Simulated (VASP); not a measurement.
# Cu (Fm-3m) in VASP: notebook

Cu is run at these levels: PBEsol; tasks: single point, relaxation of cell and atoms.

All numbers are computed with VASP 6.6.1; they aren't measurements. Logs are shortened: lines on timing, memory, paths and dates and some standing lists are left out, and cuts for length are marked.

### 1 The cell of the first run

The structure is cubic, space group Fm-3m (No. 225). Conventional cell: a = 3.562 Å, b = 3.562 Å, c = 3.562 Å, α = 90.00°, β = 90.00°, γ = 90.00°. Cu (site symmetry m-3m) has 12 Cu at 2.52 Å within 3.3 Å.

### 2 Single point, PBEsol

INCAR

```
PREC = Accurate
ENCUT = 600
EDIFF = 1E-6
ISMEAR = -1
SIGMA = 0.1
LREAL = False
LASPH = True
NELM = 120
ALGO = Normal
ISIF = 2
LWAVE = False
LCHARG = True
GGA = PS
LELF = True
LVHAR = True
NBANDS = 12
GGA_COMPAT = False
```

KPOINTS

```
regular mesh
0
Gamma
  11 11 11
```

POSCAR

```
Cu
1.0
    0.0000000000      1.7809919782      1.7809919782
    1.7809919782      0.0000000000      1.7809919782
    1.7809919782      1.7809919782      0.0000000000
Cu
1
Direct
    0.0000000000      0.0000000000      0.0000000000
```

Potentials or basis: VASP PAW PBE potentials, release 64 (Cu).

The run is started by

```sh
cat potpaw_PBE.64/Cu/POTCAR > POTCAR
mpirun -np 1 vasp_std > vasp.out
```

OUTCAR:

```text
PREC = Accurate
   ENCUT = 600
   EDIFF = 1E-6
   ISMEAR = -1
   LREAL = False
   LASPH = True
   NELM = 120
   ISIF = 2
   GGA = PS

 ion  position               nearest neighbor table
   1  0.000  0.000  0.000-

  LATTYP: Found a face centered cubic cell.
 ALAT       =     3.5619839564

  Lattice vectors:

 A1 = (   0.0000000000,   1.7809919782,   1.7809919782)
 A2 = (   1.7809919782,   0.0000000000,   1.7809919782)
 A3 = (   1.7809919782,   1.7809919782,   0.0000000000)

Analysis of symmetry for initial positions (statically):
=====================================================================
 Subroutine PRICEL returns:
 Original cell was already a primitive cell.

 Routine SETGRP: Setting up the symmetry group for a
 face centered cubic supercell.

 Subroutine GETGRP returns: Found 48 space group operations
 (whereof 48 operations were pure point group operations)
 out of a pool of 48 trial point group operations.

The static configuration has the point symmetry O_h .

Analysis of symmetry for dynamics (positions and initial velocities):
=====================================================================
 Subroutine PRICEL returns:
 Original cell was already a primitive cell.

 Routine SETGRP: Setting up the symmetry group for a
 face centered cubic supercell.

 Subroutine GETGRP returns: Found 48 space group operations
 (whereof 48 operations were pure point group operations)
 out of a pool of 48 trial point group operations.

The dynamic configuration has the point symmetry O_h .

 Subroutine INISYM returns: Found 48 space group operations
 (whereof 48 operations are pure point group operations),
 and found     1 'primitive' translations

----------------------------------------------------------------------------------------

                                     Primitive cell

  volume of cell :      11.2984

  direct lattice vectors                    reciprocal lattice vectors
     0.000000000  1.780991978  1.780991978    -0.280742421  0.280742421  0.280742421
     1.780991978  0.000000000  1.780991978     0.280742421 -0.280742421  0.280742421
     1.780991978  1.780991978  0.000000000     0.280742421  0.280742421 -0.280742421

  length of vectors
     2.518703010  2.518703010  2.518703010     0.486260137  0.486260137  0.486260137

  position of ions in fractional coordinates (direct lattice)
     0.000000000  0.000000000  0.000000000

  ion indices of the primitive-cell ions
   primitive index   ion index
                 1           1

----------------------------------------------------------------------------------------

 KPOINTS: regular mesh

Automatic generation of k-mesh.
 Grid dimensions read from file:
 generate k-points for:   11   11   11

 Generating k-lattice:

  Cartesian coordinates                     Fractional coordinates (reciprocal lattice)
    -0.025522038  0.025522038  0.025522038     0.090909091  0.000000000  0.000000000
     0.025522038 -0.025522038  0.025522038     0.000000000  0.090909091  0.000000000
     0.025522038  0.025522038 -0.025522038     0.000000000  0.000000000  0.090909091

  Length of vectors
     0.044205467  0.044205467  0.044205467

  Shift w.r.t. Gamma in fractional coordinates (k-lattice)
     0.000000000  0.000000000  0.000000000

 Subroutine IBZKPT returns following result:
 ===========================================

 Found     56 irreducible k-points:

 Following reciprocal coordinates:
            Coordinates               Weight
  0.000000  0.000000  0.000000      1.000000
  0.090909  0.000000  0.000000      8.000000
  0.181818  0.000000  0.000000      8.000000
  0.272727  0.000000  0.000000      8.000000
  0.363636  0.000000  0.000000      8.000000
  0.454545  0.000000  0.000000      8.000000
[... 16 lines left out ...]
 -0.272727  0.181818  0.000000     24.000000
 -0.181818  0.181818  0.000000     12.000000
 [... further k-points ...]
   k-points           NKPTS =     56   k-points in BZ     NKDIM =     56   number of bands    NBANDS=     12
   number of dos      NEDOS =    301   number of ions     NIONS =      1
   total plane-waves  NPLWV =   8000
   dimension x,y,z NGX =    20 NGY =   20 NGZ =   20
   dimension x,y,z NGXF=    40 NGYF=   40 NGZF=   40
   ions per type =               1
   NGX,Y,Z   is equivalent  to a cutoff of  13.20, 13.20, 13.20 a.u.
   NGXF,Y,Z  is equivalent  to a cutoff of  26.40, 26.40, 26.40 a.u.
 SYSTEM =  unknown system
   PREC   = accura    normal or accurate (medium, high low for compatibility)
   ISTART =      0    job   : 0-new  1-cont  2-samecut
   ICHARG =      2    charge: 1-file 2-atom 10-const
   ISPIN  =      1    spin polarized calculation?
   LNONCOLLINEAR =      F non collinear calculations
   LSORBIT =      F    spin-orbit coupling
   LASPH  =      T    aspherical Exc in radial PAW
   ENCUT  =  600.0 eV  44.10 Ry    6.64 a.u.   5.03  5.03  5.03*2*pi/ulx,y,z
   NELM   =    120;   NELMIN=  2; NELMDL= -5     # of ELM steps
   EDIFF  = 0.1E-05   stopping-criterion for ELM
   LREAL  =      F    real-space projection
   EDIFFG = 0.1E-04   stopping-criterion for IOM
   NSW    =      0    number of steps for IOM
   IBRION =     -1    ionic relax: 0-MD 1-quasi-New 2-CG
   NFREE  =      0    steps in history (QN), initial steepest desc. (CG)
   ISIF   =      2    stress and relaxation
   ISYM   =      2    0-nonsym 1-usesym 2-fastsym
   POTIM  = 0.5000    time-step for ionic-motion
   TEBEG  =    0.0;   TEEND  =   0.0 temperature during run
   PSTRESS=    0.0 pullay stress
   NELECT =      11.0000    total number of electrons
   NUPDOWN=      -1.0000    fix difference up-down
   EMIN   =  10.00;   EMAX   =-10.00  energy-range for DOS
   EFERMI =   0.00;   METHOD = LEGACY
   ISMEAR =    -1;   SIGMA  =   0.10  broadening in eV -4-tet -1-fermi 0-gaus
   EFERMI_NEDOS =   21; number of points for ismear=-14 and -15
   IALGO  =     38    algorithm
   IMIX   =      4    mixing-type and parameters
     AMIX     =   0.40;   BMIX     =  1.00
     AMIX_MAG =   1.60;   BMIX_MAG =  1.00
  volume/ion in A,a.u.               =      11.30        76.25
  Fermi-wavevector in a.u.,A,eV,Ry     =   1.622559  3.066191 35.820016  2.632697
  Thomas-Fermi vector in A             =   2.716152
   LORBIT       =      0    0 simple, 1 ext, 2 COOP (PROOUT), +10 PAW based schemes
   GGA     = PS    functional components
   LHFCALC =     F    Hartree Fock is set to
   AEXX    =    0.0000 exact exchange contribution
   IVDW    =     0    specifies the selected vdW correction
   LEPSILON=     F    determine dielectric tensor
   LRPA    =     F    only Hartree local field effects (RPA)
 non-spin polarized calculation
  energy-cutoff  :      600.00
  volume of cell :       11.30
 maximum number of plane-waves:       385
   NGX =  9   NGY =  9   NGZ =  9

 number of electron      11.0000013 magnetization

 Free energy of the ion-electron system (eV)
  ---------------------------------------------------
  ext. energy  EPLUGINS =         0.00000000
  ---------------------------------------------------
  free energy    TOTEN  =        -4.31772012 eV

  energy without entropy =       -4.31058531  energy(sigma->0) =       -4.31415271

 E-fermi :   8.0362     XC(G=0): -13.1692

 val. band max:        7.9129703428   @ k =   0.4545   0.2727   0.0000
 cond. band min:       8.1246377291   @ k =   0.4545   0.3636   0.0000
 fundamental gap:      0.2116673863
 Fermi energy:         8.0362374275

 k-point     1 :       0.0000    0.0000    0.0000
  band No.  band energies     occupation
      1      -1.7724      2.00000
      2       4.7882      2.00000
      3       4.7882      2.00000
      4       4.7882      2.00000
      5       5.6789      2.00000
      6       5.6789      2.00000
      7      30.8975      0.00000
      8      33.8581      0.00000
      9      33.8581      0.00000
     10      33.8581      0.00000
     11      36.3769      0.00000
     12      36.3769      0.00000

 k-point     2 :       0.0909    0.0000    0.0000
  band No.  band energies     occupation
      1      -1.4628      2.00000
      2       4.7212      2.00000
      3       4.8463      2.00000
      4       4.8463      2.00000
      5       5.6572      2.00000
      6       5.6572      2.00000
      7      28.9360      0.00000
      8      31.8434      0.00000
      9      33.0611      0.00000
     10      33.0611      0.00000
     11      37.5784      0.00000
     12      37.5784      0.00000

 k-point     3 :       0.1818    0.0000    0.0000
  band No.  band energies     occupation
      1      -0.5664      2.00000
      2       4.5732      2.00000
      3       4.9499      2.00000
      4       4.9499      2.00000
      5       5.6584      2.00000
      6       5.6584      2.00000
      7      24.2335      0.00000
      8      31.3241      0.00000
      9      32.0090      0.00000
     10      32.0090      0.00000
     11      38.2092      0.00000
     12      38.6117      0.00000
[... 286 lines left out ...]
 k-point    23 :      -0.2727    0.1818    0.0000
  band No.  band energies     occupation
      1       2.4936      2.00000
      2       4.3122      2.00000
      3       4.6310      2.00000
      4       5.1923      2.00000
      5       5.6735      2.00000
      6       7.0703      1.99987
      7      17.6662      0.00000
      8      21.7835      0.00000
      9      30.3464      0.00000
     10      30.8009      0.00000
     11      37.5239      0.00000
     12      37.8845      0.00000

 k-point    24 :      -0.1818    0.1818    0.0000
  band No.  band energies     occupation
      1       1.2344      2.00000
      2       4.2891      2.00000
      3       4.8495      2.00000
      4       5.3160      2.00000
      5       5.3326      2.00000
      6       6.3543      2.00000
      7      21.6565      0.00000
      8      22.4459      0.00000
      9      32.5744      0.00000
     10      32.9830      0.00000
     11      35.7693      0.00000
     12      38.1116      0.00000

 [... further k-points ...]

------------------------ aborting loop because EDIFF is reached ----------------------------------------

  FORCE on cell =-STRESS in cart. coord.  units (eV):
  Direction    XX          YY          ZZ          XY          YZ          ZX
  --------------------------------------------------------------------------------------
  -------------------------------------------------------------------------------------
  Total        0.0569850      0.0569850      0.0569850      0.0000000      0.0000000     -0.0000000
  in kB        8.0808110      8.0808110      8.0808110      0.0000000      0.0000000     -0.0000000
  external PRESSURE =       8.0808110 kB  Pullay stress =       0.0000000 kB

 VOLUME and BASIS-vectors are now :
 -----------------------------------------------------------------------------
  energy-cutoff  :      600.00
  volume of cell :       11.30
      direct lattice vectors                 reciprocal lattice vectors
     0.000000000  1.780991978  1.780991978    -0.280742421  0.280742421  0.280742421
     1.780991978  0.000000000  1.780991978     0.280742421 -0.280742421  0.280742421
     1.780991978  1.780991978  0.000000000     0.280742421  0.280742421 -0.280742421

 POSITION                                       TOTAL-FORCE (eV/Angst)
 -----------------------------------------------------------------------------------
      0.00000      0.00000      0.00000         0.000000      0.000000      0.000000
 -----------------------------------------------------------------------------------
    total drift:                                0.000000      0.000000      0.000000

  FREE ENERGIE OF THE ION-ELECTRON SYSTEM (eV)
  ---------------------------------------------------
  free  energy   TOTEN  =        -4.3177201196 eV

  energy  without entropy=       -4.3105853052  energy(sigma->0) =       -4.31415271
```

Wall time 6.5 s (1 thread of Intel Xeon 6975P-C, shared host); peak memory 0.13 GiB.

Results:

* Free energy: -4.3177 eV
* Pressure: 0.8 GPa

Caveat: the PAW data sets were made with another functional, which shifts forces and pressure a little.

### 3 Relaxation of cell and atoms, PBEsol

INCAR

```
SYSTEM = Cu
PREC = Accurate ; ENCUT = 600
EDIFF = 1E-7 ; ISMEAR = -1
SIGMA = 0.1 ; LREAL = .FALSE.
LASPH = .TRUE. ; NELM = 120
ALGO = Normal ; ISIF = 3
LWAVE = .FALSE. ; LCHARG = .FALSE.
GGA = PS ; IBRION = 2
NSW = 80 ; EDIFFG = -0.02
GGA_COMPAT = .FALSE. ; NELMIN = 4
```

KPOINTS

```
regular mesh
0
G
  11 11 11
  0 0 0
```

POSCAR is that of step 2.

Potentials or basis: VASP PAW PBE potentials, release 64 (Cu).

The run is started by

```sh
cat potpaw_PBE.64/Cu/POTCAR > POTCAR
mpirun -np 1 vasp_std > vasp.out
```

It took 12 s on 1 thread of Intel Xeon 6975P-C, shared host; peak memory 0.13 GiB.

Results (log left out):

```
Free energy                            : -4.3178 eV
Relaxed volume                         : 11.35 Å³/atom
Relaxed cell                           : a = 2.523 Å, b = 2.523 Å, c = 2.523 Å, α = 60.00°, β = 60.00°, γ = 60.00°
Space group after relaxing (to 0.05 Å) : Fm-3m (No. 225)
Energy gained by relaxing              : 0.1 meV/atom
Ionic steps                            : 3
Pressure after relaxing                : 0.0 GPa
```

Step by step:
| step | energy change (eV) | largest force (eV/Å) | pressure (GPa) | volume (Å³) |
| --- | --- | --- | --- | --- |
| 1 | 0.0000 | 0.0000 | 0.79 | 11.30 |
| 2 | -0.0001 | 0.0000 | -0.55 | 11.39 |
| 3 | -0.0001 | 0.0000 | 0.02 | 11.35 |

Final structure:
```cif
data_structure
_symmetry_space_group_name_H-M 'P 1'
_symmetry_Int_Tables_number 1
_cell_length_a 2.5226
_cell_length_b 2.5226
_cell_length_c 2.5226
_cell_angle_alpha 60.000
_cell_angle_beta 60.000
_cell_angle_gamma 60.000
_cell_volume 11.35
loop_
_atom_site_label
_atom_site_type_symbol
_atom_site_fract_x
_atom_site_fract_y
_atom_site_fract_z
_atom_site_occupancy
Cu1 Cu 0.00000 0.00000 0.00000 1
```

Levels at points of the mesh, in eV from the Fermi level:
```csv
k point,band 2,band 3,band 4,band 5,band 6,band 7,band 8,band 9
"(0.00, 0.00, 0.00)",-3.23,-3.23,-3.23,-2.35,-2.35,22.82,25.75,25.75
```

Caveat: the PAW data sets were made with another functional, which shifts forces and pressure a little.
